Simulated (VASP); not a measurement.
Wanted: the native input for a VASP 6.6.1 run.

```yaml
Task: single point
Functional: r2SCAN
Potentials_or_basis: VASP PAW PBE potentials, release 64 (Al, Ga_d, N)
Cutoff: 520 eV
k_mesh: 6 × 6 × 6
Occupations: gaussian, width 0.05 eV
Spin: no spin polarisation
Dipole_correction: no
Further_INCAR_settings: ALGO = Normal; EDIFF = 1e-06; NBANDS = 41
```

The system is AlGa3N4.

```xyz
8
Lattice="4.4653 0.0000 0.0000 0.0000 4.4653 0.0000 0.0000 0.0000 4.4653" Properties=species:S:1:pos:R:3 pbc="T T T"
Al    0.0000    0.0000    0.0000
Ga    2.2592    2.2062    0.0000
Ga    2.2592   -0.0265    2.2327
Ga    0.0265    2.2062    2.2327
N     3.3729    3.3729    1.0924
N     3.3729    1.0924    3.3729
N     1.0924    3.3729    3.3729
N     1.0924    1.0924    1.0924
```

This cell differs from its parent crystal: all Ga atoms moved +0.037 Å, as atom 2 along Cartesian [1 -1 0].

These files were run (other wordings do the same):

POSCAR

```
AlGa3N4
1.0
    4.4653444522      0.0000000000      0.0000000000
    0.0000000000      4.4653444522      0.0000000000
    0.0000000000      0.0000000000      4.4653444522
Al Ga N
1 3 4
Direct
    0.0000000000      0.0000000000      0.0000000000
    0.5059382887      0.4940617113      0.0000000000
    0.5059382887     -0.0059382887      0.5000000000
    0.0059382887      0.4940617113      0.5000000000
    0.7553510553      0.7553510553      0.2446489447
    0.7553510553      0.2446489447      0.7553510553
    0.2446489447      0.7553510553      0.7553510553
    0.2446489447      0.2446489447      0.2446489447
```

INCAR.step1

```
SYSTEM = AlGa3N4
PREC = Accurate
ENCUT = 520
ISMEAR = 0
SIGMA = 0.05
LREAL = .FALSE.
LASPH = .TRUE.
NELM = 60
NBANDS = 41
GGA = PE
ALGO = Normal
EDIFF = 1E-4
LWAVE = .TRUE.
LCHARG = .FALSE.
```

INCAR.step2

```
SYSTEM = AlGa3N4
PREC = Accurate
ENCUT = 520
EDIFF = 1E-6
ISMEAR = 0
SIGMA = 0.05
LREAL = .FALSE.
LASPH = .TRUE.
NELM = 60
ALGO = Normal
ISIF = 2
LWAVE = .FALSE.
LCHARG = .FALSE.
METAGGA = R2SCAN
LMIXTAU = .TRUE.
NBANDS = 41
ISTART = 1
```

KPOINTS

```
Automatic mesh
0
G
  6 6 6
  0 0 0
```

Potentials or basis: VASP PAW PBE potentials, release 64 (Al, Ga_d, N).

Launch:

```sh
$ cat potpaw_PBE.64/Al/POTCAR potpaw_PBE.64/Ga_d/POTCAR potpaw_PBE.64/N/POTCAR > POTCAR
$ cp INCAR.step1 INCAR
$ mpirun -np 1 vasp_std > vasp.out
$ cp INCAR.step2 INCAR
$ mpirun -np 1 vasp_std > vasp.out
```

Results of the run:

```json
{"Pressure": "0.9 GPa", "Largest force": "0.676 eV/Å", "Band gap on the k mesh": "2.75 eV"}
```

Caveat: the cell differs from its parent crystal (all Ga atoms moved +0.037 Å, as atom 2 along Cartesian [1 -1 0]); the PAW data sets were made with another functional, which shifts forces and pressure a little.

It took 8.4 min on 1 thread of Intel(R) Xeon(R) Platinum 8488C (Sapphire Rapids), with other jobs on the host, peak memory 0.35 GiB.
